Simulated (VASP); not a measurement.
Al4As, 5 atoms in the cell. Symmetry: P4/mmm, No. 123, tetragonal system. Conventional cell: a = 3.948 Å, b = 3.948 Å, c = 6.567 Å, α = 90.00°, β = 90.00°, γ = 90.00°. Al (site symmetry 2mm) has 5 Al at 2.67 to 2.79 Å and 2 As at 2.77 Å within 3.5 Å. Within 3.7 Å of As (site symmetry 4/mmm) lie 8 Al at 2.77 Å. 

* Program: VASP 6.6.1
* Task: relaxation of cell and atoms
* Functional: PBE
* Potentials or basis: VASP PAW PBE potentials, release 64 (Al, As)
* Cutoff: 600 eV
* k mesh: 10 × 10 × 6
* Occupations: gaussian, width 0.1 eV
* Spin: no spin polarisation
* Dipole correction: no
* Further INCAR settings: ALGO = Fast; EDIFF = 1e-06; IBRION = 2; EDIFFG = -0.01; NSW = 100; ISIF = 3

Potentials or basis: VASP PAW PBE potentials, release 64 (Al, As).

Launch:

```bash
$ cat potpaw_PBE.64/Al/POTCAR potpaw_PBE.64/As/POTCAR > POTCAR
$ mpirun -np 1 vasp_std > vasp.out
```

Hardware: 1 thread of AMD EPYC 9R45 (Zen 5), with other jobs on the host.

How long does it take, and how much memory?

It took 4.9 min on 1 thread of AMD EPYC 9R45 (Zen 5), on a shared host, peak memory 0.28 GiB. Counts: scf iterations 43, k points 84, ion steps 7.
